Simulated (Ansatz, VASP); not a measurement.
# One calculation of CsI, two programs

The input INCAR:

```
SYSTEM = CsI
  ALGO = Normal
  EDIFF = 1E-6
  ENCUT = 500
  GGA = PE
  GGA_COMPAT = .FALSE.
  ISIF = 2
  ISMEAR = -5
  LASPH = .TRUE.
  LCHARG = .TRUE.
  LNONCOLLINEAR = .TRUE.
  LORBIT = 11
  LORBMOM = .TRUE.
  LREAL = .FALSE.
  LSORBIT = .TRUE.
  LVHAR = .TRUE.
  LWAVE = .FALSE.
  MAGMOM = 0 0 0 0 0 0
  NBANDS = 28
  NELM = 200
  PREC = Accurate
  SIGMA = 0.1
```

Contents of KPOINTS:

```
k-points
0
G
  6 6 6
  0 0 0
```

File POSCAR:

```
CsI
1.0
    4.6675714917      0.0000000000      0.0000000000
    0.0000000000      4.6675714917      0.0000000000
    0.0000000000      0.0000000000      4.6675714917
Cs I
1 1
Direct
    0.0000000000      0.0000000000      0.0000000000
    0.5000000000      0.5000000000      0.5000000000
```

Input for Ansatz:

```yaml
crystal:
  lattice:
    - [4.6675714917, 0.0, 0.0]
    - [0.0, 4.6675714917, 0.0]
    - [0.0, 0.0, 4.6675714917]
  atoms:
    - { symbol: Cs, position: [0.0, 0.0, 0.0] }
    - { symbol: I, position: [0.5, 0.5, 0.5] }
basis:
  ecutwfc: "450 eV"
  ecutrho_ratio: 4
kpoints:
  mp_grid: { grid: [6, 6, 6] }
hamiltonian:
  xc: pbe
scf:
  occupations: { method: tetrahedron }
  eigensolver: { kind: davidson }
output:
  forces: true
  stress: true
magnetization:
  noncollinear: true
  spin_orbit: true
```

Alike in both runs: task single point; functional PBE; k mesh 6 × 6 × 6; occupations tetrahedron; non-collinear spin, spin-orbit coupling.

```csv
,VASP,Ansatz
version,VASP 6.6.1,Ansatz 0.2.0
potentials or method,"VASP PAW PBE potentials, release 64 (Cs_sv, I), cutoff 500 eV","plane waves, PAW"
valence electrons in the cell,16,26
```

```csv
,VASP,Ansatz,Ansatz less VASP
pressure (GPa),0.0,0.0,-0.02
```

VASP's potentials hold 16 valence electrons a cell and Ansatz's 26, so a difference there can come from the potentials and not from the codes. Ansatz's warnings: band table not solved further, tetrahedron derivatives may miss energy slope.
